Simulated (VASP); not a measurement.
Sr, 2 atoms in the cell. The structure is orthorhombic, space group Cmcm (No. 63). Conventional cell: a = 4.355 Å, b = 6.478 Å, c = 7.360 Å, α = 90.00°, β = 90.00°, γ = 90.00°. Within 5.1 Å of Sr (site symmetry m2m) lie 12 Sr at 3.90 to 4.41 Å.  This cell differs from its parent crystal: strain +e along x and -e along y +0.0733, strain +e along z and -e/2 along x and y +0.0700.

- Program: VASP 6.6.1
- Task: single point
- Functional: PBEsol
- Potentials or basis: VASP PAW PBE potentials, release 64 (Sr_sv)
- Cutoff: 520 eV
- k mesh: 12 × 12 × 8
- Occupations: gaussian, width 0.15 eV
- Spin: no spin polarisation
- Dipole correction: no
- Further INCAR settings: ALGO = Fast; EDIFF = 1e-06; NBANDS = 17

Potentials or basis: VASP PAW PBE potentials, release 64 (Sr_sv).

The run is started by

```bash
$ cat potpaw_PBE.64/Sr_sv/POTCAR > POTCAR
$ mpirun -np 1 vasp_std > vasp.out
```

Hardware: 1 thread of Intel(R) Xeon(R) Platinum 8488C (Sapphire Rapids) (shared host).

How long does it take, and how much memory?

It took 3 min on 1 thread of Intel(R) Xeon(R) Platinum 8488C (Sapphire Rapids), with other jobs on the host, peak memory 0.46 GiB. Counts: scf iterations 13, k points 215.
